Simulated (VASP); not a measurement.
BN:

```xyz
2
Lattice="0.0000 1.7458 1.7284 1.7458 0.0000 1.7284 1.7458 1.7458 0.0000" Properties=species:S:1:pos:R:3 pbc="T T T"
B     0.0000    0.0000    0.0000
N     1.7458    1.7458    1.7284
```

This cell differs from its parent crystal: uniaxial z strain -1.0%.

Base run:

* Program: VASP 6.6.1
* Functional: PBE
* Potentials or basis: VASP PAW PBE potentials, release 64 (B, N)
* Cutoff: 520 eV
* k mesh: 8 × 8 × 8
* Occupations: gaussian, width 0.01 eV
* Spin: no spin polarisation

Its results: band gap on the k mesh 1.25 eV (least direct gap 5.77 eV); pressure 8.0 GPa.

**Question.** The run is repeated on the same cell with these changes: functional from PBE to HSE06; further incar settings from ALGO = Normal; EDIFF = 1e-07; NBANDS = 11 to ALGO = Normal; EDIFF = 1e-06; NBANDS = 11. What comes out?

**Answer.** Band gap on the k mesh 2.24 eV (least direct gap 7.16 eV); pressure -4.0 GPa.

Caveats: the cell stands under pressure (at least some runs); the cell stands under tension (at least some runs); the PAW data sets were made with another functional, which shifts forces and pressure a little (at least some runs).

A k mesh can miss the band edges.
